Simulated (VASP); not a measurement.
# InAs in VASP: a series of runs

InAs is run at these levels: PBE; tasks: single point.

All numbers are computed with VASP 6.6.1; they aren't measurements. Logs are shortened: lines on timing, memory, paths and dates and some standing lists are left out, and cuts for length are marked.

## (1) The cell of the first run

The structure is cubic, space group F-43m (No. 216). The conventional cell has a = 5.564 Å, b = 5.564 Å, c = 5.564 Å, α = 90.00°, β = 90.00°, γ = 90.00°. Within 3.2 Å of In (site symmetry -43m) lie 4 As at 2.41 Å. Within 3.2 Å of As (site symmetry -43m) lie 4 In at 2.41 Å.

## (2) Single point, PBE (strain -0.080 along x and y, -0.080 along z)

Contents of INCAR:

```
PREC = Accurate
ENCUT = 520
EDIFF = 1E-6
ISMEAR = 0
SIGMA = 0.15
LREAL = False
LASPH = True
NELM = 80
ALGO = Normal
ISIF = 2
LWAVE = False
LCHARG = True
GGA = PE
LELF = True
LVHAR = True
NBANDS = 16
```

Contents of KPOINTS:

```
Automatic mesh
0
Gamma
  14 14 14
```

Contents of POSCAR:

```
InAs
1.0
    0.0000000000      2.7820800000      2.7820800000
    2.7820800000      0.0000000000      2.7820800000
    2.7820800000      2.7820800000      0.0000000000
In As
1 1
Direct
    0.0000000000      0.0000000000      0.0000000000
    0.7500000000      0.7500000000      0.7500000000
```

Potentials or basis: VASP PAW PBE potentials, release 64 (In_d, As).

The run is started by

```
> cat potpaw_PBE.64/In_d/POTCAR potpaw_PBE.64/As/POTCAR > POTCAR
> mpirun -np 1 vasp_std > vasp.out
```

OUTCAR:

```text
PREC = Accurate
   ENCUT = 520
   EDIFF = 1E-6
   ISMEAR = 0
   LREAL = False
   LASPH = True
   NELM = 80
   ISIF = 2
   GGA = PE

 ion  position               nearest neighbor table
   1  0.000  0.000  0.000-   2 2.41   2 2.41   2 2.41   2 2.41
   2  0.750  0.750  0.750-   1 2.41   1 2.41   1 2.41   1 2.41

  LATTYP: Found a face centered cubic cell.
 ALAT       =     5.5641600000

  Lattice vectors:

 A1 = (   0.0000000000,   2.7820800000,   2.7820800000)
 A2 = (   2.7820800000,   0.0000000000,   2.7820800000)
 A3 = (   2.7820800000,   2.7820800000,   0.0000000000)

Analysis of symmetry for initial positions (statically):
=====================================================================
 Subroutine PRICEL returns:
 Original cell was already a primitive cell.

 Routine SETGRP: Setting up the symmetry group for a
 face centered cubic supercell.

 Subroutine GETGRP returns: Found 24 space group operations
 (whereof 24 operations were pure point group operations)
 out of a pool of 48 trial point group operations.

The static configuration has the point symmetry T_d .

Analysis of symmetry for dynamics (positions and initial velocities):
=====================================================================
 Subroutine PRICEL returns:
 Original cell was already a primitive cell.

 Routine SETGRP: Setting up the symmetry group for a
 face centered cubic supercell.

 Subroutine GETGRP returns: Found 24 space group operations
 (whereof 24 operations were pure point group operations)
 out of a pool of 48 trial point group operations.

The dynamic configuration has the point symmetry T_d .

 Subroutine INISYM returns: Found 24 space group operations
 (whereof 24 operations are pure point group operations),
 and found     1 'primitive' translations

----------------------------------------------------------------------------------------

                                     Primitive cell

  volume of cell :      43.0664

  direct lattice vectors                    reciprocal lattice vectors
     0.000000000  2.782080000  2.782080000    -0.179721647  0.179721647  0.179721647
     2.782080000  0.000000000  2.782080000     0.179721647 -0.179721647  0.179721647
     2.782080000  2.782080000  0.000000000     0.179721647  0.179721647 -0.179721647

  length of vectors
     3.934455268  3.934455268  3.934455268     0.311287024  0.311287024  0.311287024

  position of ions in fractional coordinates (direct lattice)
     0.000000000  0.000000000  0.000000000
     0.750000000  0.750000000  0.750000000

  ion indices of the primitive-cell ions
   primitive index   ion index
                 1           1
                 2           2

----------------------------------------------------------------------------------------

 KPOINTS: Automatic mesh

Automatic generation of k-mesh.
 Grid dimensions read from file:
 generate k-points for:   14   14   14

 Generating k-lattice:

  Cartesian coordinates                     Fractional coordinates (reciprocal lattice)
    -0.012837261  0.012837261  0.012837261     0.071428571  0.000000000  0.000000000
     0.012837261 -0.012837261  0.012837261     0.000000000  0.071428571  0.000000000
     0.012837261  0.012837261 -0.012837261     0.000000000  0.000000000  0.071428571

  Length of vectors
     0.022234787  0.022234787  0.022234787

  Shift w.r.t. Gamma in fractional coordinates (k-lattice)
     0.000000000  0.000000000  0.000000000

 Subroutine IBZKPT returns following result:
 ===========================================

 Found    104 irreducible k-points:

 Following reciprocal coordinates:
            Coordinates               Weight
  0.000000  0.000000  0.000000      1.000000
  0.071429  0.000000  0.000000      8.000000
  0.142857  0.000000  0.000000      8.000000
  0.214286  0.000000  0.000000      8.000000
  0.285714  0.000000  0.000000      8.000000
  0.357143  0.000000  0.000000      8.000000
[... 16 lines left out ...]
  0.214286  0.142857  0.000000     24.000000
  0.285714  0.142857  0.000000     24.000000
 [... further k-points ...]
   k-points           NKPTS =    104   k-points in BZ     NKDIM =    104   number of bands    NBANDS=     16
   number of dos      NEDOS =    301   number of ions     NIONS =      2
   total plane-waves  NPLWV =  27000
   dimension x,y,z NGX =    30 NGY =   30 NGZ =   30
   dimension x,y,z NGXF=    60 NGYF=   60 NGZF=   60
   ions per type =               1   1
   NGX,Y,Z   is equivalent  to a cutoff of  12.68, 12.68, 12.68 a.u.
   NGXF,Y,Z  is equivalent  to a cutoff of  25.35, 25.35, 25.35 a.u.
 SYSTEM =  unknown system
   PREC   = accura    normal or accurate (medium, high low for compatibility)
   ISTART =      0    job   : 0-new  1-cont  2-samecut
   ICHARG =      2    charge: 1-file 2-atom 10-const
   ISPIN  =      1    spin polarized calculation?
   LNONCOLLINEAR =      F non collinear calculations
   LSORBIT =      F    spin-orbit coupling
   LASPH  =      T    aspherical Exc in radial PAW
   ENCUT  =  520.0 eV  38.22 Ry    6.18 a.u.   7.32  7.32  7.32*2*pi/ulx,y,z
   NELM   =     80;   NELMIN=  2; NELMDL= -5     # of ELM steps
   EDIFF  = 0.1E-05   stopping-criterion for ELM
   LREAL  =      F    real-space projection
   EDIFFG = 0.1E-04   stopping-criterion for IOM
   NSW    =      0    number of steps for IOM
   IBRION =     -1    ionic relax: 0-MD 1-quasi-New 2-CG
   NFREE  =      0    steps in history (QN), initial steepest desc. (CG)
   ISIF   =      2    stress and relaxation
   ISYM   =      2    0-nonsym 1-usesym 2-fastsym
   POTIM  = 0.5000    time-step for ionic-motion
   TEBEG  =    0.0;   TEEND  =   0.0 temperature during run
   PSTRESS=    0.0 pullay stress
   NELECT =      18.0000    total number of electrons
   NUPDOWN=      -1.0000    fix difference up-down
   EMIN   =  10.00;   EMAX   =-10.00  energy-range for DOS
   EFERMI =   0.00;   METHOD = LEGACY
   ISMEAR =     0;   SIGMA  =   0.15  broadening in eV -4-tet -1-fermi 0-gaus
   EFERMI_NEDOS =   21; number of points for ismear=-14 and -15
   IALGO  =     38    algorithm
   IMIX   =      4    mixing-type and parameters
     AMIX     =   0.40;   BMIX     =  1.00
     AMIX_MAG =   1.60;   BMIX_MAG =  1.00
  volume/ion in A,a.u.               =      21.53       145.31
  Fermi-wavevector in a.u.,A,eV,Ry     =   1.224013  2.313049 20.384357  1.498208
  Thomas-Fermi vector in A             =   2.359103
   LORBIT       =      0    0 simple, 1 ext, 2 COOP (PROOUT), +10 PAW based schemes
   GGA     = PE    functional components
   LHFCALC =     F    Hartree Fock is set to
   AEXX    =    0.0000 exact exchange contribution
   IVDW    =     0    specifies the selected vdW correction
   LEPSILON=     F    determine dielectric tensor
   LRPA    =     F    only Hartree local field effects (RPA)
 non-spin polarized calculation
 Gauss-broadening in eV      SIGMA  =   0.15
  energy-cutoff  :      520.00
  volume of cell :       43.07
 maximum number of plane-waves:      1211
 NGX is ok and might be reduce to    30
   NGX = 15   NGY = 15   NGZ = 15

 number of electron      18.0000007 magnetization

 Free energy of the ion-electron system (eV)
  ---------------------------------------------------
  ext. energy  EPLUGINS =         0.00000000
  ---------------------------------------------------
  free energy    TOTEN  =        -6.49029977 eV

  energy without entropy =       -6.49029977  energy(sigma->0) =       -6.49029977

 E-fermi :   7.9746     XC(G=0): -10.2380

 val. band max:        7.4648397542   @ k =   0.0000   0.0000   0.0000
 cond. band min:       8.4856029419   @ k =   0.5000   0.5000   0.0000
 fundamental gap:      1.0207631878
 Fermi energy:         7.9746230984

 k-point     1 :       0.0000    0.0000    0.0000
  band No.  band energies     occupation
      1      -7.7379      2.00000
      2      -7.7379      2.00000
      3      -7.7379      2.00000
      4      -7.4658      2.00000
      5      -7.4658      2.00000
      6      -6.3626      2.00000
[... 8 lines left out ...]
     15      17.7837      0.00000
     16      17.7837      0.00000

 k-point     2 :       0.0714    0.0000    0.0000
  band No.  band energies     occupation
      1      -7.7616      2.00000
      2      -7.7333      2.00000
      3      -7.7333      2.00000
      4      -7.4662      2.00000
      5      -7.4662      2.00000
      6      -6.2749      2.00000
[... 8 lines left out ...]
     15      17.0445      0.00000
     16      17.0445      0.00000

 k-point     3 :       0.1429    0.0000    0.0000
  band No.  band energies     occupation
      1      -7.8196      2.00000
      2      -7.7208      2.00000
      3      -7.7208      2.00000
      4      -7.4667      2.00000
      5      -7.4667      2.00000
      6      -6.0260      2.00000
[... 8 lines left out ...]
     15      16.4231      0.00000
     16      16.6828      0.00000

 k-point     4 :       0.2143    0.0000    0.0000
  band No.  band energies     occupation
      1      -7.8892      2.00000
      2      -7.7042      2.00000
      3      -7.7042      2.00000
      4      -7.4657      2.00000
      5      -7.4657      2.00000
      6      -5.6439      2.00000
[... 8 lines left out ...]
     15      16.2180      0.00000
     16      16.3138      0.00000
[... 324 lines left out ...]
 k-point    22 :       0.1429    0.1429    0.0000
  band No.  band energies     occupation
      1      -7.8551      2.00000
      2      -7.7041      2.00000
      3      -7.7041      2.00000
      4      -7.4829      2.00000
      5      -7.4564      2.00000
      6      -5.9221      2.00000
[... 8 lines left out ...]
     15      17.7440      0.00000
     16      17.9826      0.00000

 k-point    23 :       0.2143    0.1429    0.0000
  band No.  band energies     occupation
      1      -7.9051      2.00000
      2      -7.6891      2.00000
      3      -7.6864      2.00000
      4      -7.4906      2.00000
      5      -7.4521      2.00000
      6      -5.6451      2.00000
[... 8 lines left out ...]
     15      17.7535      0.00000
     16      18.2446      0.00000

 k-point    24 :       0.2857    0.1429    0.0000
  band No.  band energies     occupation
      1      -7.9571      2.00000
      2      -7.6763      2.00000
      3      -7.6684      2.00000
      4      -7.4942      2.00000
      5      -7.4478      2.00000
      6      -5.2443      2.00000
[... 8 lines left out ...]
     15      17.7575      0.00000
     16      17.9245      0.00000

 [... further k-points ...]

------------------------ aborting loop because EDIFF is reached ----------------------------------------

  FORCE on cell =-STRESS in cart. coord.  units (eV):
  Direction    XX          YY          ZZ          XY          YZ          ZX
  --------------------------------------------------------------------------------------
  -------------------------------------------------------------------------------------
  Total        8.8110892      8.8110892      8.8110892      0.0000000     -0.0000000      0.0000000
  in kB      327.7942572    327.7942572    327.7942572      0.0000000     -0.0000000      0.0000000
  external PRESSURE =     327.7942572 kB  Pullay stress =       0.0000000 kB

 VOLUME and BASIS-vectors are now :
 -----------------------------------------------------------------------------
  energy-cutoff  :      520.00
  volume of cell :       43.07
      direct lattice vectors                 reciprocal lattice vectors
     0.000000000  2.782080000  2.782080000    -0.179721647  0.179721647  0.179721647
     2.782080000  0.000000000  2.782080000     0.179721647 -0.179721647  0.179721647
     2.782080000  2.782080000  0.000000000     0.179721647  0.179721647 -0.179721647

 POSITION                                       TOTAL-FORCE (eV/Angst)
 -----------------------------------------------------------------------------------
      0.00000      0.00000      0.00000         0.000000      0.000000     -0.000000
      4.17312      4.17312      4.17312        -0.000000     -0.000000      0.000000
 -----------------------------------------------------------------------------------
    total drift:                               -0.000000     -0.000000     -0.000000

  FREE ENERGIE OF THE ION-ELECTRON SYSTEM (eV)
  ---------------------------------------------------
  free  energy   TOTEN  =        -6.4902997674 eV

  energy  without entropy=       -6.4902997656  energy(sigma->0) =       -6.49029977
```

Wall time 84 s (1 thread of Intel Xeon 8259CL, shared host); peak memory 0.22 GiB.

Results:

```yaml
Free_energy: -6.4903 eV
Pressure: 32.8 GPa
Band_gap_on_the_k_mesh: 1.02 eV (least direct gap 1.06 eV)
```

Caveat: the cell differs from its parent crystal (strain -0.080 along x and y, -0.080 along z); the cell stands under pressure; spin-orbit coupling is left out, which moves the levels of the heavy elements. A k mesh can miss the band edges.

## (3) Single point, PBE (strain -0.040 along x and y, -0.040 along z)

Contents of INCAR:

```
SYSTEM = InAs
PREC = Accurate
ENCUT = 520
EDIFF = 1E-7
ISMEAR = 0
SIGMA = 0.15
LREAL = .False.
LASPH = .True.
NELM = 60
ALGO = Normal
ISIF = 2
LWAVE = .False.
LCHARG = .False.
GGA = PE
NBANDS = 16
```

Contents of KPOINTS:

```
regular mesh
0
Gamma
  14 14 14
  0 0 0
```

Contents of POSCAR:

```
InAs
1.0
    0.0000000000      2.9030400000      2.9030400000
    2.9030400000      0.0000000000      2.9030400000
    2.9030400000      2.9030400000      0.0000000000
In As
1 1
Direct
    0.0000000000      0.0000000000      0.0000000000
    0.7500000000      0.7500000000      0.7500000000
```

Potentials or basis: VASP PAW PBE potentials, release 64 (In_d, As).

The run is started by

```
> cat potpaw_PBE.64/In_d/POTCAR potpaw_PBE.64/As/POTCAR > POTCAR
> mpirun -np 1 vasp_std > vasp.out
```

OUTCAR:

```text
SYSTEM = InAs
   PREC = Accurate
   ENCUT = 520
   EDIFF = 1E-7
   ISMEAR = 0
   LREAL = .False.
   LASPH = .True.
   NELM = 60
   ISIF = 2
   GGA = PE

 ion  position               nearest neighbor table
   1  0.000  0.000  0.000-   2 2.51   2 2.51   2 2.51   2 2.51
   2  0.750  0.750  0.750-   1 2.51   1 2.51   1 2.51   1 2.51

  LATTYP: Found a face centered cubic cell.
 ALAT       =     5.8060800000

  Lattice vectors:

 A1 = (   0.0000000000,   2.9030400000,   2.9030400000)
[... 641 lines left out ...]

------------------------ aborting loop because EDIFF is reached ----------------------------------------

  FORCE on cell =-STRESS in cart. coord.  units (eV):
  Direction    XX          YY          ZZ          XY          YZ          ZX
  --------------------------------------------------------------------------------------
  -------------------------------------------------------------------------------------
  Total        4.4639475      4.4639475      4.4639475      0.0000000      0.0000000      0.0000000
  in kB      146.1640635    146.1640635    146.1640635      0.0000000      0.0000000      0.0000000
  external PRESSURE =     146.1640635 kB  Pullay stress =       0.0000000 kB

 VOLUME and BASIS-vectors are now :
 -----------------------------------------------------------------------------
  energy-cutoff  :      520.00
  volume of cell :       48.93
      direct lattice vectors                 reciprocal lattice vectors
     0.000000000  2.903040000  2.903040000    -0.172233245  0.172233245  0.172233245
     2.903040000  0.000000000  2.903040000     0.172233245 -0.172233245  0.172233245
     2.903040000  2.903040000  0.000000000     0.172233245  0.172233245 -0.172233245

 POSITION                                       TOTAL-FORCE (eV/Angst)
 -----------------------------------------------------------------------------------
      0.00000      0.00000      0.00000        -0.000000     -0.000000     -0.000000
      4.35456      4.35456      4.35456         0.000000      0.000000      0.000000
 -----------------------------------------------------------------------------------
    total drift:                               -0.000000     -0.000000     -0.000000

  FREE ENERGIE OF THE ION-ELECTRON SYSTEM (eV)
  ---------------------------------------------------
  free  energy   TOTEN  =        -7.3257487462 eV

  energy  without entropy=       -7.3257308772  energy(sigma->0) =       -7.32573981
```

OSZICAR:

```text
N       E                     dE             d eps       ncg     rms          rms(c)
DAV:   1     0.115158705624E+03    0.11516E+03   -0.84538E+03  3360   0.127E+03
DAV:   2    -0.119731045972E+00   -0.11528E+03   -0.11040E+03  3696   0.304E+02
DAV:   3    -0.745914051519E+01   -0.73394E+01   -0.73079E+01  4256   0.751E+01
DAV:   4    -0.764087319002E+01   -0.18173E+00   -0.18170E+00  4216   0.127E+01
DAV:   5    -0.764919269843E+01   -0.83195E-02   -0.83194E-02  4896   0.232E+00    0.562E+00
DAV:   6    -0.736272661244E+01    0.28647E+00   -0.38039E-01  5280   0.117E+01    0.314E+00
DAV:   7    -0.732436535342E+01    0.38361E-01   -0.14793E-01  4648   0.394E+00    0.757E-01
DAV:   8    -0.732499479064E+01   -0.62944E-03   -0.18514E-02  4280   0.160E+00    0.305E-01
DAV:   9    -0.732549406375E+01   -0.49927E-03   -0.11163E-03  4080   0.250E-01    0.180E-01
DAV:  10    -0.732570538481E+01   -0.21132E-03   -0.32012E-04  4208   0.313E-01    0.799E-02
DAV:  11    -0.732575028924E+01   -0.44904E-04   -0.11534E-04  4216   0.172E-01    0.351E-02
DAV:  12    -0.732574891390E+01    0.13753E-05   -0.11588E-05  4824   0.530E-02    0.694E-03
DAV:  13    -0.732574889359E+01    0.20313E-07   -0.24724E-06  3944   0.113E-02    0.229E-03
DAV:  14    -0.732574865863E+01    0.23495E-06   -0.11345E-07  3800   0.484E-03    0.710E-04
DAV:  15    -0.732574874617E+01   -0.87531E-07   -0.17833E-08  2304   0.113E-03
   1 F= -.73257487E+01 E0= -.73257398E+01  d E =-.178690E-04
```

Wall time 85 s (1 thread of Intel Xeon 8259CL, shared host); peak memory 0.23 GiB.

What came out:

```yaml
Free_energy: -7.3257 eV
Pressure: 14.6 GPa
Band_gap_on_the_k_mesh: 0.43 eV
```

Caveat: the cell differs from its parent crystal (strain -0.040 along x and y, -0.040 along z); the cell stands under pressure; semilocal functionals underestimate gaps, and a narrow one can read as zero; spin-orbit coupling is left out, which moves the levels of the heavy elements.

(Continued in part 2 of 2.)

The gap in the log of VASP goes by the Fermi energy; the results here count the filled bands.